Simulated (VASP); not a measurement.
Input of a VASP 6.6.1 run:

Contents of INCAR:

```
PREC     = Accurate       # precision mode
ENCUT    = 520            # plane-wave cutoff, eV
EDIFF    = 1E-7           # SCF threshold, eV
ISMEAR   = 0              # smearing method
SIGMA    = 0.1            # smearing width, eV
LREAL    = Auto         
LASPH    = T              # aspherical terms in the spheres
NELM     = 80             # most SCF steps
ALGO     = Normal         # electronic algorithm
ISIF     = 2              # what is computed and relaxed
LWAVE    = F              # write WAVECAR
LCHARG   = F              # write CHGCAR
GGA      = PE             # functional
NBANDS   = 54             # bands
```

KPOINTS

```
Automatic mesh
0
Gamma
  6 6 6
```

POSCAR

```
Na2YMgC6N6
1.0
    0.0000000000      5.8025653246      5.8025653246
    5.8025653246      0.0000000000      5.8025653246
    5.8025653246      5.8025653246      0.0000000000
Na Y Mg C N
2 1 1 6 6
Direct
    0.2500000000      0.2500000000      0.2500000000
    0.7500000000      0.7500000000      0.7500000000
    0.5000000000      0.5000000000      0.5000000000
    0.0000000000      0.0000000000      0.0000000000
    0.8040884165      0.1959115835      0.1959115835
    0.1959115835      0.8040884165      0.1959115835
    0.1959115835      0.1959115835      0.8040884165
    0.1959115835      0.8040884165      0.8040884165
    0.8040884165      0.1959115835      0.8040884165
    0.8040884165      0.8040884165      0.1959115835
    0.7027488197      0.2972511803      0.2972511803
    0.2972511803      0.7027488197      0.2972511803
    0.2972511803      0.2972511803      0.7027488197
    0.2972511803      0.7027488197      0.7027488197
    0.7027488197      0.2972511803      0.7027488197
    0.7027488197      0.7027488197      0.2972511803
```

Potentials or basis: VASP PAW PBE potentials, release 64 (Na_pv, Y_sv, Mg, C, N).

The run is started by

```bash
$ cat potpaw_PBE.64/Na_pv/POTCAR potpaw_PBE.64/Y_sv/POTCAR potpaw_PBE.64/Mg/POTCAR potpaw_PBE.64/C/POTCAR potpaw_PBE.64/N/POTCAR > POTCAR
$ mpirun -np 1 vasp_std > vasp.out
```

Task: What does it give for the band gap on the k mesh?

Result: Zero (an odd number of electrons rules out a gap without spin polarisation).

Task: Predict the largest force.

Result: 0.403 eV/Å.

Task: What does it give for the pressure?

Result: 0.3 GPa.

Forces on the atoms (eV/Å):
```
Na   0.000  0.000  0.000
Na   0.000  0.000  0.000
Y    0.000  0.000  0.000
Mg   0.000  0.000  0.000
C   -0.403  0.000  0.000
C    0.000 -0.403  0.000
C    0.000  0.000 -0.403
C    0.403  0.000  0.000
C    0.000  0.403  0.000
C    0.000  0.000  0.403
N    0.375  0.000  0.000
N    0.000  0.375  0.000
N    0.000  0.000  0.375
N   -0.375  0.000  0.000
N    0.000 -0.375  0.000
N    0.000  0.000 -0.375
```
